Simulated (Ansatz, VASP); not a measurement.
## One calculation of W, two programs

File POSCAR:

```
W
1.0
    0.0000000000      2.0300000000      2.1112000000
    2.0300000000      0.0000000000      2.1112000000
    2.0300000000      2.0300000000      0.0000000000
W
1
Direct
    0.0000000000      0.0000000000      0.0000000000
```

INCAR.step1

```
SYSTEM = W
  PREC = Accurate
  ENCUT = 520
  ISMEAR = 0
  SIGMA = 0.15
  LREAL = .FALSE.
  LASPH = .TRUE.
  NELM = 100
  NBANDS = 13
  GGA = PE
  ALGO = Normal
  EDIFF = 1E-4
  LWAVE = .TRUE.
  LCHARG = .FALSE.
```

The input INCAR.step2:

```
SYSTEM = W
  PREC = Accurate
  ENCUT = 520
  EDIFF = 1E-6
  ISMEAR = 0
  SIGMA = 0.15
  LREAL = .FALSE.
  LASPH = .TRUE.
  NELM = 100
  ALGO = Normal
  ISIF = 2
  LWAVE = .FALSE.
  LCHARG = .TRUE.
  METAGGA = R2SCAN
  LMIXTAU = .TRUE.
  LELF = .TRUE.
  LVHAR = .TRUE.
  NBANDS = 13
  ISTART = 1
```

The input KPOINTS:

```
Automatic mesh
0
G
  20 20 20
  0 0 0
```

Input for Ansatz:

```yaml
crystal:
  lattice:
    - [0.0, 2.03, 2.1112]
    - [2.03, 0.0, 2.1112]
    - [2.03, 2.03, 0.0]
  atoms:
    - { symbol: W, position: [0.0, 0.0, 0.0] }
basis:
  ecutwfc: 500
kpoints:
  mp_grid: { grid: [20, 20, 20] }
hamiltonian:
  xc: r2scan
scf:
  occupations: { method: gaussian, width: 0.15 }
output:
  forces: true
  stress: true
  eigenvalues: true
```

Change from the starting cell: strain +0.0400 x Voigt [0, 0, 1, 0, 0, 0], atoms carried along.

Alike in both runs: task single point; functional r2SCAN; k mesh 20 × 20 × 20; occupations gaussian, width 0.15 eV; no spin polarisation.

|  | VASP | Ansatz |
| --- | --- | --- |
| version | VASP 6.6.1 | Ansatz 0.2.0 |
| potentials or method | VASP PAW PBE potentials, release 64 (W_sv), cutoff 520 eV | scalar-relativistic, plane waves, PAW |
| valence electrons in the cell | 14 | 14 |

```csv
,VASP,Ansatz,Ansatz less VASP
gap on the k mesh at the Fermi level (eV),none,none,-
pressure (GPa),-17.6,-18.4,-0.78
"traceless stress, the component that is largest in VASP (GPa)",7.81,7.77,-0.041
```

VASP's potentials were made for PBE, not for r2SCAN. A gap of «none» marks a metal or a gap that the smearing closes. The functional is the same, so the differences come from potentials, cutoffs and numerics.

Neither program's run includes spin-orbit coupling.
